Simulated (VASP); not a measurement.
Runs of VASP 6.6.1 on HfC. Symmetry: Fm-3m, No. 225, cubic system. Conventional cell: a = 4.650 Å, b = 4.650 Å, c = 4.650 Å, α = 90.00°, β = 90.00°, γ = 90.00°. Within 3.1 Å of Hf (site symmetry m-3m) lie 6 C at 2.33 Å. C (site symmetry m-3m) has 6 Hf at 2.33 Å within 3.1 Å. 

```csv
level,potentials or basis,gap on the mesh (eV),pressure (GPa)
LDA,"VASP PAW LDA potentials, release 64 (Hf_pv, C)",none,(b)
revPBE,"VASP PAW PBE potentials, release 64 (Hf_pv, C)",none,2.3
RPBE,"VASP PAW PBE potentials, release 64 (Hf_pv, C)",none,3.4
PBE,"VASP PAW PBE potentials, release 64 (Hf_pv, C)",none,(a)
PBEsol,"VASP PAW PBE potentials, release 64 (Hf_pv, C)",none,-7.1
```

Alike in all rows: task single point; no spin polarisation; cell as given; k mesh 10 × 10 × 10; cutoff (eV) 600; smearing methfessel-paxton 0.1 eV.

Task: Fill in the values left out.

Result: (a) -0.5; (b) -11.7.

Caveats: spin-orbit coupling is left out, which moves the levels of the heavy elements; the PAW data sets were made with another functional, which shifts forces and pressure a little (some runs).

A k mesh can miss the band edges, and the runs leave out spin-orbit coupling on Hf.

A gap of «none» marks levels without a gap at the run's occupations.
